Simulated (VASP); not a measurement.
A run of VASP 6.6.1 is set up as follows.

Contents of INCAR:

```
SYSTEM = Ta4C3
PREC = Accurate ; ENCUT = 520
EDIFF = 1E-6 ; ISMEAR = 0
SIGMA = 0.15 ; LREAL = .False.
LASPH = .True. ; NELM = 80
ALGO = Fast ; ISIF = 2
LWAVE = .False. ; LCHARG = .True.
GGA = PS ; LELF = .True.
LVHAR = .True. ; NBANDS = 69
```

File KPOINTS:

```
Automatic mesh
0
Gamma
  9 9 5
  0 0 0
```

The input POSCAR:

```
Ta4C3
1.0
    0.0000000000     -4.4026022057      0.0000000000
    0.0000000000      0.0000000000     -4.4026022057
    8.8052044115     -1.4673873152      1.4673873152
Ta C
8 6
Direct
    0.2083625000      0.7916375000      0.8750000000
    0.3750125000      0.6249875000      0.3750000000
    0.9583375000      0.5416625000      0.1250000000
    0.7916875000      0.7083125000      0.6250000000
    0.4583375000      1.0416625000      0.1250000000
    0.2916875000      1.2083125000      0.6250000000
   -0.1249875000      0.1249875000      0.3750000000
   -0.2916375000      0.2916375000      0.8750000000
   -0.0416625000      1.0416625000      0.1250000000
   -0.2083125000      1.2083125000      0.6250000000
    0.2083625000      1.2916375000      0.8750000000
    0.3750125000      1.1249875000      0.3750000000
   -0.2916375000      0.7916375000      0.8750000000
   -0.1249875000      0.6249875000      0.3750000000
```

Potentials or basis: VASP PAW PBE potentials, release 64 (Ta_pv, C).

Command:

```bash
$ cat potpaw_PBE.64/Ta_pv/POTCAR potpaw_PBE.64/C/POTCAR > POTCAR
$ mpirun -np 1 vasp_std > vasp.out
```

(1) What does it give for the pressure?

(2) Predict the largest force.

(3) Estimate the band gap on the k mesh.

Results:

(1) 2.8 GPa.

(2) 3.821 eV/Å.

(3) zero (bands 56 and 57 overlap by 0.76 eV).

Caveat: the cell differs from its parent crystal (the part above a cut slid along it); the PAW data sets were made with another functional, which shifts forces and pressure a little; spin-orbit coupling is left out, which moves the levels of the heavy elements.
